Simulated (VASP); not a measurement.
Wanted: the native input for a VASP 6.6.1 run.

| Property | Result |
| --- | --- |
| Task | single point |
| Functional | LDA |
| Potentials or basis | VASP PAW LDA potentials, release 64 (Ta_pv, S) |
| Cutoff | 520 eV |
| k mesh | 8 × 8 × 1 |
| Occupations | gaussian, width 0.1 eV |
| Spin | no spin polarisation |
| Dipole correction | yes |
| Further INCAR settings | ALGO = Normal; EDIFF = 1e-06; NBANDS = 33 |

The structure of Ta4S lies in POSCAR:

```
Ta4S
1.0
    3.2528501163      0.0000000000      0.0000000000
    0.0000000000      3.2528501163      0.0000000000
    0.0000000000      0.0000000000     20.2133955625
Ta S
4 1
Direct
    0.5000000000      0.5000000000      0.1978885728
    0.0000000000      0.0000000000      0.2783513062
    0.5000000000      0.5000000000      0.3580225063
    0.2170713663     -0.2170713663      0.4674484020
    0.7500000000      0.2500000000      0.5159989567
```

One way to write it, as run:

INCAR

```
SYSTEM = Ta4S
PREC = Accurate
ENCUT = 520
EDIFF = 1E-6
ISMEAR = 0
SIGMA = 0.1
LREAL = .FALSE.
LASPH = .TRUE.
NELM = 60
ALGO = Normal
ISIF = 2
LWAVE = .FALSE.
LCHARG = .FALSE.
LDIPOL = .TRUE.
IDIPOL = 3
DIPOL = 0.5 0.5 0.364
NBANDS = 33
```

KPOINTS

```
regular mesh
0
G
  8 8 1
  0 0 0
```

Potentials or basis: VASP PAW LDA potentials, release 64 (Ta_pv, S).

The run is started by

```sh
$ cat potpaw_LDA.64/Ta_pv/POTCAR potpaw_LDA.64/S/POTCAR > POTCAR
$ mpirun -np 1 vasp_std > vasp.out
```

It gave:

- Largest force: 1.965 eV/Å
- Band gap on the k mesh: zero (band 25 reaches 0.46 eV, above the bottom of band 26 at 0.04 eV)

Caveat: spin-orbit coupling is left out, which moves the levels of the heavy elements.

It took 98 s on 1 thread of Intel(R) Xeon(R) 6975P-C (Granite Rapids) (shared host), peak memory 0.3 GiB.
